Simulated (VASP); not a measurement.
A run of VASP 6.6.1 is set up as follows.

Contents of INCAR:

```
SYSTEM = CsCl
ALGO = Normal
EDIFF = 1E-6
ENCUT = 500
GGA = PE
GGA_COMPAT = .False.
ISIF = 2
ISMEAR = 1
LASPH = .True.
LCHARG = .False.
LREAL = .False.
LWAVE = .False.
NBANDS = 15
NELM = 120
PREC = Accurate
SIGMA = 0.05
```

Contents of KPOINTS:

```
k-points
0
Gamma
  4 4 4
  0 0 0
```

The input POSCAR:

```
CsCl
1.0
    4.1406758806      0.0000000000      0.0000000000
    0.0000000000      4.1406758806      0.0000000000
    0.0000000000      0.0000000000      4.1406758806
Cs Cl
1 1
Direct
    0.0000000000      0.0000000000      0.0000000000
    0.5000000000      0.5000000000      0.5000000000
```

Potentials or basis: VASP PAW PBE potentials, release 64 (Cs_sv, Cl).

The run is started by

```sh
$ cat potpaw_PBE.64/Cs_sv/POTCAR potpaw_PBE.64/Cl/POTCAR > POTCAR
$ mpirun -np 1 vasp_std > vasp.out
```

(1) Estimate the pressure.

(2) Estimate the band gap on the k mesh.

## Answers

(1) 0.8 GPa.

(2) 5.20 eV, direct.

Caveat: spin-orbit coupling is left out, which moves the levels of the heavy elements.
